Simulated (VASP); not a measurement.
# SnSe2 (P-3m1) in VASP: further runs

Aim: see how the results for SnSe2 move with the level of theory and the settings. Levels: PBE+D3(BJ), LDA. Tasks: density of states.

Program: VASP 6.6.1. These are calculated values, not measurements. Logs are shortened: lines on timing, memory, paths and dates and some standing lists are left out, and cuts for length are marked.

### 1 The cell of the first run

It takes space group P-3m1 (No. 164, trigonal). The conventional cell has a = 3.839 Å, b = 3.839 Å, c = 6.011 Å, α = 90.00°, β = 90.00°, γ = 120.00°. Sn (site symmetry -3m) has 6 Se at 2.73 Å within 3.6 Å. Se (site symmetry 3m) has 3 Sn at 2.73 Å and 3 Se at 3.59 Å within 3.6 Å.

### 2 Density of states, PBE+D3(BJ)

POSCAR reads:

```
SnSe2
1.0
    3.8388190890      0.0000000000      0.0000000000
   -1.9194095445      3.3245148516      0.0000000000
    0.0000000000      0.0000000000      6.0109858019
Sn Se
1 2
Direct
    0.0000000000      0.0000000000      0.0000000000
    0.3333333333      0.6666666667      0.2651136450
    0.6666666667      0.3333333333      0.7348863550
```

INCAR.step1 reads:

```
ALGO = Normal ; EDIFF = 1E-6
ENCUT = 520 ; GGA = PE
ISIF = 2 ; ISMEAR = 0
IVDW = 12 ; LASPH = T
LCHARG = T ; LREAL = F
LWAVE = F ; NBANDS = 20
NELM = 100 ; PREC = Accurate
SIGMA = 0.02
```

KPOINTS.step1 reads:

```
k-points
0
Gamma
  12 12 6
```

INCAR.step2 reads:

```
ALGO = Normal ; EDIFF = 1E-6
ENCUT = 520 ; GGA = PE
ICHARG = 11 ; ISIF = 2
ISMEAR = -5 ; IVDW = 12
LASPH = T ; LCHARG = F
LORBIT = 10 ; LREAL = F
LWAVE = F ; NEDOS = 1001
NELM = 100 ; PREC = Accurate
SIGMA = 0.02
```

KPOINTS.step2 reads:

```
k-points
0
Gamma
  18 18 9
```

Potentials or basis: VASP PAW PBE potentials, release 64 (Sn_d, Se).

The run is started by

```
$ cat potpaw_PBE.64/Sn_d/POTCAR potpaw_PBE.64/Se/POTCAR > POTCAR
$ cp INCAR.step1 INCAR
$ cp KPOINTS.step1 KPOINTS
$ mpirun -np 1 vasp_std > vasp.out
$ cp INCAR.step2 INCAR
$ cp KPOINTS.step2 KPOINTS
$ mpirun -np 1 vasp_std > vasp.out
```

OUTCAR:

```text
EDIFF = 1E-6
   ENCUT = 520
   GGA = PE
   ICHARG = 11
   ISIF = 2
   ISMEAR = -5
   IVDW = 12
   LASPH = T
   LORBIT = 10
   LREAL = F
   NELM = 100
   PREC = Accurate
 IVDW          = 12

 ion  position               nearest neighbor table
   1  0.000  0.000  0.000-   2 2.73   3 2.73   2 2.73   3 2.73   3 2.73   2 2.73
   2  0.333  0.667  0.265-   1 2.73   1 2.73   1 2.73
   3  0.667  0.333  0.735-   1 2.73   1 2.73   1 2.73

  LATTYP: Found a hexagonal cell.
 ALAT       =     3.8388190890
 C/A-ratio  =     1.5658424277

  Lattice vectors:

 A1 = (   3.8388190890,   0.0000000000,   0.0000000000)
 A2 = (  -1.9194095445,   3.3245148516,   0.0000000000)
 A3 = (   0.0000000000,   0.0000000000,   6.0109858019)

Analysis of symmetry for initial positions (statically):
=====================================================================
 Subroutine PRICEL returns:
 Original cell was already a primitive cell.

 Routine SETGRP: Setting up the symmetry group for a
 hexagonal supercell.

 Subroutine GETGRP returns: Found 12 space group operations
 (whereof 12 operations were pure point group operations)
 out of a pool of 24 trial point group operations.

The static configuration has the point symmetry D_3d.

Analysis of symmetry for dynamics (positions and initial velocities):
=====================================================================
 Subroutine PRICEL returns:
 Original cell was already a primitive cell.

 Routine SETGRP: Setting up the symmetry group for a
 hexagonal supercell.

 Subroutine GETGRP returns: Found 12 space group operations
 (whereof 12 operations were pure point group operations)
 out of a pool of 24 trial point group operations.

The dynamic configuration has the point symmetry D_3d.

 Subroutine INISYM returns: Found 12 space group operations
 (whereof 12 operations are pure point group operations),
 and found     1 'primitive' translations

----------------------------------------------------------------------------------------

                                     Primitive cell

  volume of cell :      76.7135

  direct lattice vectors                    reciprocal lattice vectors
     3.838819089  0.000000000  0.000000000     0.260496777  0.150397884  0.000000000
    -1.919409544  3.324514852  0.000000000     0.000000000  0.300795769  0.000000000
     0.000000000  0.000000000  6.010985802     0.000000000  0.000000000  0.166362063

  length of vectors
     3.838819089  3.838819089  6.010985802     0.300795769  0.300795769  0.166362063

  position of ions in fractional coordinates (direct lattice)
     0.000000000  0.000000000  0.000000000
     0.333333333  0.666666667  0.265113645
     0.666666667  0.333333333  0.734886355

  ion indices of the primitive-cell ions
   primitive index   ion index
                 1           1
                 2           2
                 3           3

----------------------------------------------------------------------------------------

 KPOINTS: k-points

Automatic generation of k-mesh.
 Grid dimensions read from file:
 generate k-points for:   18   18    9

 Generating k-lattice:

  Cartesian coordinates                     Fractional coordinates (reciprocal lattice)
     0.014472043  0.008355438  0.000000000     0.055555556 -0.000000000  0.000000000
     0.000000000  0.016710876  0.000000000     0.000000000  0.055555556  0.000000000
     0.000000000  0.000000000  0.018484674     0.000000000  0.000000000  0.111111111

  Length of vectors
     0.016710876  0.016710876  0.018484674

  Shift w.r.t. Gamma in fractional coordinates (k-lattice)
     0.000000000  0.000000000  0.000000000

 TETIRR: Found   4263 inequivalent tetrahedra from    17496

 Subroutine IBZKPT returns following result:
 ===========================================

 Found    293 irreducible k-points:

 Following reciprocal coordinates:
            Coordinates               Weight
  0.000000  0.000000  0.000000      1.000000
  0.055556  0.000000  0.000000      6.000000
  0.111111  0.000000  0.000000      6.000000
  0.166667  0.000000  0.000000      6.000000
  0.222222  0.000000  0.000000      6.000000
  0.277778  0.000000  0.000000      6.000000
[... 16 lines left out ...]
  0.333333  0.111111  0.000000     12.000000
  0.388889  0.111111  0.000000     12.000000
 [... further k-points ...]
   k-points           NKPTS =    293   k-points in BZ     NKDIM =    293   number of bands    NBANDS=     17
   number of dos      NEDOS =   1001   number of ions     NIONS =      3
   total plane-waves  NPLWV =  43200
   dimension x,y,z NGX =    30 NGY =   30 NGZ =   48
   dimension x,y,z NGXF=    60 NGYF=   60 NGZF=   96
   ions per type =               1   2
   NGX,Y,Z   is equivalent  to a cutoff of  12.99, 12.99, 13.28 a.u.
   NGXF,Y,Z  is equivalent  to a cutoff of  25.98, 25.98, 26.55 a.u.
 SYSTEM =  unknown system
   PREC   = accura    normal or accurate (medium, high low for compatibility)
   ISTART =      0    job   : 0-new  1-cont  2-samecut
   ICHARG =     11    charge: 1-file 2-atom 10-const
   ISPIN  =      1    spin polarized calculation?
   LNONCOLLINEAR =      F non collinear calculations
   LSORBIT =      F    spin-orbit coupling
   LASPH  =      T    aspherical Exc in radial PAW
   ENCUT  =  520.0 eV  38.22 Ry    6.18 a.u.   7.14  7.14 11.18*2*pi/ulx,y,z
   NELM   =    100;   NELMIN=  2; NELMDL=  0     # of ELM steps
   EDIFF  = 0.1E-05   stopping-criterion for ELM
   LREAL  =      F    real-space projection
   EDIFFG = 0.1E-04   stopping-criterion for IOM
   NSW    =      0    number of steps for IOM
   IBRION =     -1    ionic relax: 0-MD 1-quasi-New 2-CG
   NFREE  =      0    steps in history (QN), initial steepest desc. (CG)
   ISIF   =      2    stress and relaxation
   ISYM   =      2    0-nonsym 1-usesym 2-fastsym
   POTIM  = 0.5000    time-step for ionic-motion
   TEBEG  =    0.0;   TEEND  =   0.0 temperature during run
   PSTRESS=    0.0 pullay stress
   NELECT =      26.0000    total number of electrons
   NUPDOWN=      -1.0000    fix difference up-down
   EMIN   =  10.00;   EMAX   =-10.00  energy-range for DOS
   EFERMI =   0.00;   METHOD = LEGACY
   ISMEAR =    -5;   SIGMA  =   0.02  broadening in eV -4-tet -1-fermi 0-gaus
   EFERMI_NEDOS =   21; number of points for ismear=-14 and -15
   IALGO  =     38    algorithm
   IMIX   =      4    mixing-type and parameters
     AMIX     =   0.40;   BMIX     =  1.00
     AMIX_MAG =   1.60;   BMIX_MAG =  1.00
  volume/ion in A,a.u.               =      25.57       172.56
  Fermi-wavevector in a.u.,A,eV,Ry     =   1.141411  2.156954 17.725931  1.302819
  Thomas-Fermi vector in A             =   2.278111
   LORBIT       =     10    0 simple, 1 ext, 2 COOP (PROOUT), +10 PAW based schemes
   GGA     = PE    functional components
   LHFCALC =     F    Hartree Fock is set to
   AEXX    =    0.0000 exact exchange contribution
   IVDW    =    12    specifies the selected vdW correction
   LEPSILON=     F    determine dielectric tensor
   LRPA    =     F    only Hartree local field effects (RPA)
 non-spin polarized calculation
 Fermi weights with tetrahedron method with Bloechl corrections
  energy-cutoff  :      520.00
  volume of cell :       76.71
 maximum number of plane-waves:      2085
 NGX is ok and might be reduce to    30

 number of electron      26.0000002 magnetization

 Free energy of the ion-electron system (eV)
  ---------------------------------------------------
  ext. energy  EPLUGINS =         0.00000000
  ---------------------------------------------------
  free energy    TOTEN  =       -11.80628470 eV

  energy without entropy =      -11.80628470  energy(sigma->0) =      -11.80628470

 E-fermi :   4.4422     XC(G=0):  -9.5638

 val. band max:        4.4384552415   @ k =   0.0556   0.0556   0.0000
 cond. band min:       4.7872072065   @ k =   0.0000   0.4444   0.3333
 fundamental gap:      0.3487519650
 Fermi energy:         4.4421792691

 k-point     1 :       0.0000    0.0000    0.0000
  band No.  band energies     occupation
      1     -16.9748      2.00000
      2     -16.9748      2.00000
      3     -16.9354      2.00000
      4     -16.9257      2.00000
      5     -16.9257      2.00000
      6      -9.5140      2.00000
[... 9 lines left out ...]
     16       8.9097      0.00000
     17       8.9097      0.00000

 k-point     2 :       0.0556    0.0000    0.0000
  band No.  band energies     occupation
      1     -16.9761      2.00000
      2     -16.9738      2.00000
      3     -16.9346      2.00000
      4     -16.9264      2.00000
      5     -16.9255      2.00000
      6      -9.4845      2.00000
[... 9 lines left out ...]
     16       8.7726      0.00000
     17       8.9593      0.00000

 k-point     3 :       0.1111    0.0000    0.0000
  band No.  band energies     occupation
      1     -16.9797      2.00000
      2     -16.9709      2.00000
      3     -16.9325      2.00000
      4     -16.9281      2.00000
      5     -16.9250      2.00000
      6      -9.3966      2.00000
[... 9 lines left out ...]
     16       8.5807      0.00000
     17       9.0888      0.00000

 k-point     4 :       0.1667    0.0000    0.0000
  band No.  band energies     occupation
      1     -16.9857      2.00000
      2     -16.9668      2.00000
      3     -16.9326      2.00000
      4     -16.9270      2.00000
      5     -16.9238      2.00000
      6      -9.2533      2.00000
[... 9 lines left out ...]
     16       8.9246      0.00000
     17       9.2455      0.00000
[... 343 lines left out ...]
      1     -17.0074      2.00000
      2     -16.9612      2.00000
      3     -16.9395      2.00000
      4     -16.9189      2.00000
      5     -16.9075      2.00000
      6      -8.4907      2.00000
[... 9 lines left out ...]
     16       9.3723      0.00000
     17      10.2342      0.00000

 k-point    23 :       0.3333    0.1111    0.0000
  band No.  band energies     occupation
      1     -17.0131      2.00000
      2     -16.9607      2.00000
      3     -16.9414      2.00000
      4     -16.9142      2.00000
      5     -16.9047      2.00000
      6      -8.2309      2.00000
[... 9 lines left out ...]
     16       9.3079      0.00000
     17      10.1387      0.00000

 k-point    24 :       0.3889    0.1111    0.0000
  band No.  band energies     occupation
      1     -17.0168      2.00000
      2     -16.9605      2.00000
      3     -16.9426      2.00000
      4     -16.9101      2.00000
      5     -16.9037      2.00000
      6      -8.0092      2.00000
[... 9 lines left out ...]
     16       9.2282      0.00000
     17      10.0959      0.00000

 [... further k-points ...]

------------------------ aborting loop because EDIFF is reached ----------------------------------------

 Edisp (eV)   -1.09202

 E8    (eV) :    -0.4780

  FORCE on cell =-STRESS in cart. coord.  units (eV):
  Direction    XX          YY          ZZ          XY          YZ          ZX
  --------------------------------------------------------------------------------------
  -------------------------------------------------------------------------------------
  Total       0.04422     0.04422     0.04516    -0.00000     0.00000     0.00000
  in kB       0.92362     0.92362     0.94312    -0.00000     0.00000     0.00000
  external pressure =        0.93 kB  Pullay stress =        0.00 kB

 VOLUME and BASIS-vectors are now :
 -----------------------------------------------------------------------------
  energy-cutoff  :      520.00
  volume of cell :       76.71
      direct lattice vectors                 reciprocal lattice vectors
     3.838819089  0.000000000  0.000000000     0.260496777  0.150397884  0.000000000
    -1.919409544  3.324514852  0.000000000     0.000000000  0.300795769  0.000000000
     0.000000000  0.000000000  6.010985802     0.000000000  0.000000000  0.166362063

 POSITION                                       TOTAL-FORCE (eV/Angst)
 -----------------------------------------------------------------------------------
      0.00000      0.00000      0.00000         0.000000      0.000000      0.000000
     -0.00000      2.21634      1.59359        -0.000000      0.000000      0.019336
      1.91941      1.10817      4.41739         0.000000     -0.000000     -0.019336
 -----------------------------------------------------------------------------------
    total drift:                               -0.000000      0.000000     -0.000000

  FREE ENERGIE OF THE ION-ELECTRON SYSTEM (eV)
  ---------------------------------------------------
  free  energy   TOTEN  =       -12.8983001265 eV

  energy  without entropy=      -12.8983001265  energy(sigma->0) =      -12.89830013

 total charge

# of ion       s       p       d       tot
------------------------------------------
    1        1.067   1.005  10.091  12.162
    2        1.488   2.298   0.028   3.813
    3        1.488   2.298   0.028   3.813
--------------------------------------------------
tot          4.042   5.601  10.146  19.789
```

Run time: 4.8 min. Hardware: 1 thread of AMD EPYC 7R43 (Zen 3), shared host; peak memory 0.46 GiB.

Results:

```yaml
Valence_electrons_inside_the_program's_atomic_spheres: Sn 12.16; Se 3.81
Dispersion_energy_per_atom: -0.364 eV
```

Caveat: spin-orbit coupling is left out, which moves the levels of the heavy elements.

### 3 Density of states, LDA

POSCAR reads:

```
SnSe2
1.0
    3.8388190863      0.0000000000      0.0000000000
   -1.9194095431      3.3245148493      0.0000000000
    0.0000000000      0.0000000000      6.0109858297
Sn Se
1 2
Direct
    0.0000000000      0.0000000000      0.0000000000
    0.3333333333      0.6666666667      0.2651136447
    0.6666666667      0.3333333333      0.7348863553
```

INCAR.step1 reads:

```
SYSTEM = SnSe2
PREC = Accurate
ENCUT = 520
EDIFF = 1E-7
ISMEAR = 0
SIGMA = 0.02
LREAL = .False.
LASPH = .True.
NELM = 100
ALGO = Normal
ISIF = 2
LWAVE = .False.
LCHARG = .True.
GGA = CA
NBANDS = 20
```

KPOINTS.step1 reads:

```
Automatic mesh
0
Gamma
  12 12 6
  0 0 0
```

INCAR.step2 reads:

```
SYSTEM = SnSe2
PREC = Accurate
ENCUT = 520
EDIFF = 1E-7
ISMEAR = -5
SIGMA = 0.02
LREAL = .False.
LASPH = .True.
NELM = 100
ALGO = Normal
ISIF = 2
LWAVE = .False.
LCHARG = .False.
GGA = CA
LORBIT = 10
NBANDS = 20
NEDOS = 1001
ICHARG = 11
```

KPOINTS.step2 reads:

```
Automatic mesh
0
Gamma
  18 18 9
  0 0 0
```

Potentials or basis: VASP PAW LDA potentials, release 64 (Sn_d, Se).

The run is started by

```
$ cat potpaw_LDA.64/Sn_d/POTCAR potpaw_LDA.64/Se/POTCAR > POTCAR
$ cp INCAR.step1 INCAR
$ cp KPOINTS.step1 KPOINTS
$ mpirun -np 1 vasp_std > vasp.out
$ cp INCAR.step2 INCAR
$ cp KPOINTS.step2 KPOINTS
$ mpirun -np 1 vasp_std > vasp.out
```

Run time: 3 min. Hardware: 1 thread of Intel Xeon Platinum 8559C (Emerald Rapids), shared host; peak memory 0.5 GiB.

Results (log left out):

| Quantity | Value |
| --- | --- |
| Valence electrons inside the program's atomic spheres | Sn 12.20; Se 3.80 |

Levels at points of the mesh, in eV from the valence-band top:
```csv
k point,band 11,band 12,band 13,band 14,band 15,band 16
"(0.00, 0.00, 0.00)",-0.56,-0.56,-0.14,0.51,2.76,4.36
"(0.50, 0.00, 0.00)",-2.70,-1.75,-0.39,1.02,3.33,4.77
```

Caveat: spin-orbit coupling is left out, which moves the levels of the heavy elements.
